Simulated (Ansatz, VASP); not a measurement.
# Two plane-wave programs on Co

```
Co
1.0
     1.52235    0.87893    2.82301
    -1.52235    0.87893    2.82301
     0.00000   -1.75786    2.82301
Co
2
Direct
  0.22754 0.22754 0.22754
  0.77246 0.77246 0.77246
```

Alike in both runs: task single point; functional r2SCAN; k mesh 9 × 9 × 9; occupations gaussian, width 0.1 eV; collinear spin.

```csv
,VASP,Ansatz
version,VASP 6.6.1,Ansatz 0.2.0
potentials or method,"VASP PAW PBE potentials, release 64 (Co), cutoff 520 eV","scalar-relativistic, plane waves, PAW"
valence electrons in the cell,18,34
```

|  | VASP | Ansatz | Ansatz less VASP |
| --- | --- | --- | --- |
| gap on the k mesh at the Fermi level (eV) | none | none | - |
| rms of the force components (eV/Å) | 2.209 | 2.299 | +0.0909 |
| net moment per atom (μB) | 1.88 | 1.88 | +0.005 |
| size of the moment on the site where the two differ most (μB) | 1.87 | 1.90 | +0.023 |

VASP's potentials were made for PBE, not for r2SCAN. Site moments also hang on the region over which each program counts them. Atom by atom the forces differ by 0.091 eV/Å (rms over components). A gap of «none» marks a metal or a gap that the smearing closes. VASP's potentials hold 18 valence electrons a cell and Ansatz's 34, so a difference there can come from the potentials and not from the codes. Ansatz's warnings: stability check not made.
